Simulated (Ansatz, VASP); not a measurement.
# SrLiH3: VASP beside Ansatz

```
Li Sr H
1.0
     4.86233    0.00000    0.00000
     0.00000    4.86233    0.00000
     0.00000    0.00000    4.63079
Li Sr H
1 1 3
Direct
  0.00000 0.00000 0.00000
  0.50000 0.50000 0.50000
  0.00000 0.50000 0.50000
  0.50000 0.00000 0.50000
  0.50000 0.50000 0.00000
```

Change from the starting cell: strain +0.050 along x and y, +0.000 along z, atoms carried along.

Alike in both runs: task single point; functional PBE; k mesh 6 × 6 × 6; occupations gaussian, width 0.05 eV; no spin polarisation.

|  | VASP | Ansatz |
| --- | --- | --- |
| version | VASP 6.6.1 | Ansatz 0.2.0 |
| potentials or method | VASP PAW PBE potentials, release 64 (Li_sv, Sr_sv, H), cutoff 520 eV | scalar-relativistic, plane waves, PAW |
| valence electrons in the cell | 16 | 16 |

|  | VASP | Ansatz | Ansatz less VASP |
| --- | --- | --- | --- |
| gap on the k mesh at the Fermi level (eV) | 1.74 | 1.75 | +0.003 |
| least direct gap on the mesh (eV) | 2.23 | 2.23 | +0.001 |

Noted on VASP's run: the cutoff is short for stress, so the pressure is rough.
